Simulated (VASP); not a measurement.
Wanted: the native input for a VASP 6.6.1 run.

| Property | Result |
| --- | --- |
| Task | single point |
| Functional | PBE |
| Potentials or basis | VASP PAW PBE potentials, release 64 (Ta_sv_GW, Tl_d, O) |
| Cutoff | 700 eV |
| k mesh | 6 × 6 × 2 |
| Occupations | gaussian, width 0.1 eV |
| Spin | no spin polarisation |
| Dipole correction | no |
| Further INCAR settings | ALGO = Normal; EDIFF = 1e-06; NBANDS = 27 |

The structure of TaTlO2 lies in POSCAR:

```
TaTlO2
1.0
    3.6762308620      0.0000000000      0.0000000000
   -1.8381154310      3.1837093166      0.0000000000
    0.0000000000      0.0000000000      5.9398502473
Ta Tl O
1 1 2
Direct
    0.0000000000      0.0000000000      0.5000000000
    0.0000000000      0.0000000000      0.0000000000
    0.3333333333      0.6666666667      0.5000000000
    0.6666666667      0.3333333333      0.5000000000
```

The cell was generated, and may not be a known phase.

These files were run (other wordings do the same):

INCAR

```
ALGO = Normal
EDIFF = 1E-6
ENCUT = 700
GGA = PE
GGA_COMPAT = False
ISIF = 2
ISMEAR = 0
LASPH = True
LCHARG = True
LELF = True
LREAL = False
LVHAR = True
LWAVE = False
NBANDS = 27
NELM = 120
PREC = Accurate
SIGMA = 0.1
```

KPOINTS

```
k-points
0
Gamma
  6 6 2
```

Potentials or basis: VASP PAW PBE potentials, release 64 (Ta_sv_GW, Tl_d, O).

Command:

```console
$ cat potpaw_PBE.64/Ta_sv_GW/POTCAR potpaw_PBE.64/Tl_d/POTCAR potpaw_PBE.64/O/POTCAR > POTCAR
$ mpirun -np 1 vasp_std > vasp.out
```

It gave:

The pressure is -0.3 GPa and the band gap on the k mesh is zero (bands 19 and 20 overlap by 1.33 eV).

Caveat: the k points lie up to 0.53 Å⁻¹ apart, too coarse for converged energies and pressures of a metal; spin-orbit coupling is left out, which moves the levels of the heavy elements.

It took 36 s on 1 thread of AMD EPYC 9R45 96-Core Processor (Zen 5), on a shared host, peak memory 0.22 GiB.
